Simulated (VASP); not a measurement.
# Be: single point with PBEsol

The system is Be.

```
Be
1.0
     2.17047    0.00000    0.00000
    -0.72349    2.04634    0.00000
    -0.72349   -1.02317    1.77218
Be
1
Direct
  0.00000 0.00000 0.00000
```

```
Program                : VASP 6.6.1
Task                   : single point
Functional             : PBEsol
Potentials or basis    : VASP PAW PBE potentials, release 64 (Be)
Cutoff                 : 520 eV
k mesh                 : 15 × 15 × 15
Occupations            : fermi-dirac, width 0.1 eV
Spin                   : no spin polarisation
Dipole correction      : no
Further INCAR settings : ALGO = Normal; EDIFF = 1e-06; NBANDS = 7
```

```json
{
  "Pressure": "-1.5 GPa",
  "Band gap on the k mesh": "zero (band 1 reaches 10.95 eV, above the bottom of band 2 at 6.54 eV)"
}
```

Levels at points of the mesh, in eV from the Fermi level:
```
           k point  band 1  band 2  band 3  band 4
(0.00, 0.00, 0.00)  -12.14   19.44   19.44   19.44
```

It took 4.6 s on 1 thread of AMD EPYC 7R13 (shared host), peak memory 0.08 GiB.

Caveat: the PAW data sets were made with another functional, which shifts forces and pressure a little.
